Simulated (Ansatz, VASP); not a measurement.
# One calculation of AlAs5, two programs

```
CELL_PARAMETERS angstrom
3.87332 0.00000 0.00000
-1.93666 3.35439 0.00000
0.00000 0.00000 22.13942
ATOMIC_POSITIONS crystal
Al 0.33333 0.66667 0.03980
Al 0.66667 0.33333 0.96020
As 0.00000 0.00000 0.39185
As 0.33333 0.66667 0.44912
As 0.00000 0.00000 0.60815
As 0.66667 0.33333 0.55088
As 0.66667 0.33333 0.08173
As 0.33333 0.66667 0.23199
As 0.33333 0.66667 0.91827
As 0.66667 0.33333 0.76801
As 0.33333 0.66667 0.70981
As 0.66667 0.33333 0.29019
```

Alike in both runs: task relaxation of cell and atoms; functional PBE; k mesh 12 × 12 × 2; occupations gaussian, width 0.1 eV; no spin polarisation.

|  | VASP | Ansatz |
| --- | --- | --- |
| version | VASP 6.6.1 | Ansatz 0.2.0 |
| potentials or method | VASP PAW PBE potentials, release 64 (Al, As), cutoff 600 eV | scalar-relativistic, plane waves, PAW |
| valence electrons in the cell | 56 | 156 |

Ansatz gave:

| Item | Value |
| --- | --- |
| gap on the k mesh at the Fermi level, each at its own relaxed structure (eV) | none |
| relaxed volume (Å³/atom) | 23.97 |
| relaxed length of the cell vector where the two differ most in proportion (Å) | 22.145 |

Which values does VASP return?

gap on the k mesh at the Fermi level, each at its own relaxed structure (eV): none; relaxed volume (Å³/atom): 23.96; relaxed length of the cell vector where the two differ most in proportion (Å): 22.098.

A gap of «none» marks a metal or a gap that the smearing closes. VASP's potentials hold 56 valence electrons a cell and Ansatz's 156, so a difference there can come from the potentials and not from the codes.
